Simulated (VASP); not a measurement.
# AlN (Cmc2_1) in VASP: further runs, part 2 of 2

VASP 6.6.1. The steps go on from the part before.

### Step 4. Single point, r2SCAN (strain +0.0600 x Voigt [1, -1, 0, 0, 0, 0])

POSCAR

```
AlN
1.0
    3.2930652589      0.0000000000      0.0000000000
   -1.6465326295      2.5290240380      0.0000000000
    0.0000000000      0.0000000000      4.9784048354
Al N
2 2
Direct
    0.3333333333      0.6666666667      0.0016929024
    0.6666666667      0.3333333333      0.5016929024
    0.3333333333      0.6666666667      0.3833070976
    0.6666666667      0.3333333333      0.8833070976
```

INCAR.step1

```
SYSTEM = AlN
PREC = Accurate
ENCUT = 520
ISMEAR = 0
SIGMA = 0.05
LREAL = .FALSE.
LASPH = .TRUE.
NELM = 80
NBANDS = 16
GGA = PE
ALGO = Normal
EDIFF = 1E-4
LWAVE = .TRUE.
LCHARG = .FALSE.
```

INCAR.step2

```
SYSTEM = AlN
PREC = Accurate
ENCUT = 520
EDIFF = 1E-7
ISMEAR = 0
SIGMA = 0.05
LREAL = .FALSE.
LASPH = .TRUE.
NELM = 80
ALGO = Normal
ISIF = 2
LWAVE = .FALSE.
LCHARG = .FALSE.
METAGGA = R2SCAN
LMIXTAU = .TRUE.
NBANDS = 16
ISTART = 1
```

KPOINTS

```
regular mesh
0
G
  12 12 6
  0 0 0
```

The run is started by

```
$ cat potpaw_PBE.64/Al/POTCAR potpaw_PBE.64/N/POTCAR > POTCAR
$ cp INCAR.step1 INCAR
$ mpirun -np 1 vasp_std > vasp.out
$ cp INCAR.step2 INCAR
$ mpirun -np 1 vasp_std > vasp.out
```

Run time: 6.8 min. Hardware: 1 thread of Intel Xeon 8259CL, shared host; peak memory 0.23 GiB.

It converged, with:

```
Free energy            : -38.1042 eV
Pressure               : 2.3 GPa
Largest force          : 1.626 eV/Å
Band gap on the k mesh : 4.78 eV
```

Forces in eV/Å, atoms in the order of the input:
```
Al   0.000 -1.404  0.211
Al   0.000  1.404  0.211
N    0.000 -1.613 -0.211
N    0.000  1.613 -0.211
```

Stress tensor (GPa, compression positive):
```
-19.06   0.00   0.00
  0.00  25.87   0.00
  0.00   0.00  -0.03
```

Levels at points of the mesh, in eV from the valence-band top:
```tsv
k point	band 4	band 5	band 6	band 7	band 8	band 9	band 10	band 11	band 12	band 13
(0.00, 0.00, 0.00)	-1.15	-0.67	-0.48	-0.03	0.00	4.78	7.21	11.06	11.35	13.10
(0.50, 0.00, 0.00)	-4.30	-3.65	-1.93	-1.57	-0.41	6.39	7.21	9.37	10.98	12.63
(0.00, 0.50, 0.00)	-4.17	-2.95	-2.95	-1.85	-1.30	5.41	6.27	8.39	10.17	11.34
(0.00, 0.00, 0.50)	-3.44	-0.82	-0.82	-0.33	-0.33	6.99	6.99	11.08	11.08	11.33
(0.50, 0.00, 0.50)	-5.83	-1.53	-1.53	-1.09	-1.09	6.13	6.13	10.45	10.45	12.65
(0.00, 0.50, 0.50)	-5.44	-2.22	-2.22	-1.32	-1.32	5.48	5.48	9.87	9.87	12.92
```

Caveat: the cell differs from its parent crystal (strain +0.0600 x Voigt [1, -1, 0, 0, 0, 0]); the stress differs along the axes, from -19 to 26 GPa; the PAW data sets were made with another functional, which shifts forces and pressure a little.

### Step 5. Single point, r2SCAN (strain -0.0450 x Voigt [1, -1, 0, 0, 0, 0])

POSCAR, as its differences from that of step 4:

```diff
@@ -2,4 +2,4 @@
 1.0
-    3.2930652589      0.0000000000      0.0000000000
-   -1.6465326295      2.5290240380      0.0000000000
+    2.9668653984      0.0000000000      0.0000000000
+   -1.4834326992      2.8115214040      0.0000000000
     0.0000000000      0.0000000000      4.9784048354
```

INCAR.step1

```
SYSTEM = AlN
PREC     = Accurate       ! precision mode
ENCUT    = 520            ! plane-wave cutoff, eV
ISMEAR   = 0              ! smearing method
SIGMA    = 0.05           ! smearing width, eV
LREAL    = .False.        ! projectors in reciprocal space
LASPH    = .True.         ! aspherical terms in the spheres
NELM     = 80             ! most SCF steps
NBANDS   = 16             ! bands
GGA      = PE             ! functional
ALGO     = Normal         ! electronic algorithm
EDIFF    = 1E-4           ! SCF threshold, eV
LWAVE    = .True.         ! write WAVECAR
LCHARG   = .False.        ! write CHGCAR
```

INCAR.step2

```
SYSTEM = AlN
PREC     = Accurate       ! precision mode
ENCUT    = 520            ! plane-wave cutoff, eV
EDIFF    = 1E-7           ! SCF threshold, eV
ISMEAR   = 0              ! smearing method
SIGMA    = 0.05           ! smearing width, eV
LREAL    = .False.        ! projectors in reciprocal space
LASPH    = .True.         ! aspherical terms in the spheres
NELM     = 80             ! most SCF steps
ALGO     = Normal         ! electronic algorithm
ISIF     = 2              ! what is computed and relaxed
LWAVE    = .False.        ! write WAVECAR
LCHARG   = .False.        ! write CHGCAR
METAGGA  = R2SCAN         ! meta-GGA
LMIXTAU  = .True.       
NBANDS   = 16             ! bands
ISTART   = 1
```

KPOINTS

```
regular mesh
0
Gamma
  12 12 6
  0 0 0
```

The run is started by

```
$ cat potpaw_PBE.64/Al/POTCAR potpaw_PBE.64/N/POTCAR > POTCAR
$ cp INCAR.step1 INCAR
$ mpirun -np 1 vasp_std > vasp.out
$ cp INCAR.step2 INCAR
$ mpirun -np 1 vasp_std > vasp.out
```

Wall time 6.4 min (1 thread of Intel Xeon 8259CL, shared host); peak memory 0.24 GiB.

The run converged. Its results:

```
Free energy            : -38.2558 eV
Pressure               : 1.0 GPa
Largest force          : 0.833 eV/Å
Band gap on the k mesh : 4.75 eV
```

Forces in eV/Å, atoms in the order of the input:
```
Al   0.000  0.667  0.095
Al   0.000 -0.667  0.095
N    0.000  0.828 -0.095
N    0.000 -0.828 -0.095
```

Stress tensor (GPa, compression positive):
```
 18.87   0.00   0.00
  0.00 -15.50   0.00
  0.00   0.00  -0.34
```

Levels at points of the mesh, in eV from the valence-band top:
```csv
k point,band 4,band 5,band 6,band 7,band 8,band 9,band 10,band 11,band 12,band 13
"(0.00, 0.00, 0.00)",-1.25,-0.63,-0.55,-0.07,0.00,4.75,7.19,11.12,11.89,12.95
"(0.50, 0.00, 0.00)",-4.26,-3.28,-2.50,-1.81,-0.97,6.07,6.35,8.74,10.91,11.37
"(0.00, 0.50, 0.00)",-4.35,-3.80,-1.84,-1.56,-0.30,6.35,7.46,9.49,11.04,12.95
"(0.00, 0.00, 0.50)",-3.46,-0.90,-0.90,-0.32,-0.32,6.98,6.98,10.84,10.84,12.18
"(0.50, 0.00, 0.50)",-5.64,-1.83,-1.83,-1.39,-1.39,5.77,5.77,9.94,9.94,12.75
"(0.00, 0.50, 0.50)",-5.92,-1.58,-1.58,-0.99,-0.99,6.14,6.14,10.60,10.60,12.75
```

Caveat: the cell differs from its parent crystal (strain -0.0450 x Voigt [1, -1, 0, 0, 0, 0]); the stress differs along the axes, from -15 to 19 GPa; the PAW data sets were made with another functional, which shifts forces and pressure a little.

### Step 6. Single point, r2SCAN (strain +0.0525 x Voigt [1, -1, 0, 0, 0, 0])

POSCAR, as its differences from that of step 5:

```diff
@@ -2,4 +2,4 @@
 1.0
-    2.9668653984      0.0000000000      0.0000000000
-   -1.4834326992      2.8115214040      0.0000000000
+    3.2697652689      0.0000000000      0.0000000000
+   -1.6348826344      2.5492024213      0.0000000000
     0.0000000000      0.0000000000      4.9784048354
```

INCAR.step1

```
SYSTEM = AlN
PREC = Accurate
ENCUT = 520
ISMEAR = 0
SIGMA = 0.05
LREAL = .False.
LASPH = .True.
NELM = 60
NBANDS = 16
GGA = PE
ALGO = Normal
EDIFF = 1E-4
LWAVE = .True.
LCHARG = .False.
```

INCAR.step2

```
SYSTEM = AlN
PREC = Accurate
ENCUT = 520
EDIFF = 1E-7
ISMEAR = 0
SIGMA = 0.05
LREAL = .False.
LASPH = .True.
NELM = 60
ALGO = Normal
ISIF = 2
LWAVE = .False.
LCHARG = .False.
METAGGA = R2SCAN
LMIXTAU = .True.
NBANDS = 16
ISTART = 1
```

KPOINTS

```
Automatic mesh
0
Gamma
  12 12 6
  0 0 0
```

Potentials or basis: VASP PAW PBE potentials, release 64 (Al, N).

The run is started by

```
$ cat potpaw_PBE.64/Al/POTCAR potpaw_PBE.64/N/POTCAR > POTCAR
$ cp INCAR.step1 INCAR
$ mpirun -np 1 vasp_std > vasp.out
$ cp INCAR.step2 INCAR
$ mpirun -np 1 vasp_std > vasp.out
```

Wall time 6.7 min (1 thread of Intel Xeon 8259CL, shared host); peak memory 0.23 GiB.

It converged, with:

```
Free energy            : -38.1869 eV
Pressure               : 1.6 GPa
Largest force          : 1.378 eV/Å
Band gap on the k mesh : 4.83 eV
```

Forces on the atoms (eV/Å):
```
Al   0.000 -1.185  0.159
Al   0.000  1.185  0.159
N    0.000 -1.368 -0.159
N    0.000  1.368 -0.159
```

Stress tensor (GPa, compression positive):
```
-17.15   0.00   0.00
  0.00  22.17   0.00
  0.00   0.00  -0.13
```

Levels at points of the mesh, in eV from the valence-band top:
```
           k point  band 6  band 7  band 8  band 9  band 10  band 11
(0.00, 0.00, 0.00)   -0.43   -0.01    0.00    4.83     7.29    11.19
(0.50, 0.00, 0.00)   -1.91   -1.61   -0.43    6.43     7.14     9.35
(0.00, 0.50, 0.00)   -2.83   -1.81   -1.20    5.56     6.32     8.48
(0.00, 0.00, 0.50)   -0.78   -0.33   -0.33    7.07     7.07    11.13
(0.50, 0.00, 0.50)   -1.49   -1.12   -1.12    6.14     6.14    10.42
(0.00, 0.50, 0.50)   -2.11   -1.31   -1.31    5.57     5.57     9.91
```

Caveat: the cell differs from its parent crystal (strain +0.0525 x Voigt [1, -1, 0, 0, 0, 0]); the stress differs along the axes, from -17 to 22 GPa; the PAW data sets were made with another functional, which shifts forces and pressure a little.

### Step 7. Summary

| cell | gap on the mesh (eV) | pressure (GPa) | largest force (eV/Å) |
| --- | --- | --- | --- |
| a = 2.920, b = 3.204, c = 4.978 Å, angles 90.0, 90.0, 117.1°, 4 atoms | 4.55 | 2.1 | 1.07 |
| a = 3.246, b = 3.039, c = 4.978 Å, angles 90.0, 90.0, 122.3°, 4 atoms | 4.85 | 1.1 | 1.14 |
| a = 3.293, b = 3.018, c = 4.978 Å, angles 90.0, 90.0, 123.1°, 4 atoms | 4.78 | 2.3 | 1.63 |
| a = 2.967, b = 3.179, c = 4.978 Å, angles 90.0, 90.0, 117.8°, 4 atoms | 4.75 | 1.0 | 0.83 |
| a = 3.270, b = 3.028, c = 4.978 Å, angles 90.0, 90.0, 122.7°, 4 atoms | 4.83 | 1.6 | 1.38 |

Alike in all rows: task single point; level r2SCAN; potentials or basis VASP PAW PBE potentials, release 64 (Al, N); no spin polarisation; k mesh 12 × 12 × 6; cutoff (eV) 520; smearing gaussian 0.05 eV.

Caveats: the PAW data sets were made with another functional, which shifts forces and pressure a little; the stress differs along the axes, from -15 to 19 GPa (at least some runs); the stress differs along the axes, from -20 to 26 GPa (at least some runs); the stress differs along the axes, from -19 to 26 GPa (at least some runs); the stress differs along the axes, from -17 to 22 GPa (at least some runs).

Total energies depend on the potentials used, so only differences within one code and one set of settings carry meaning.
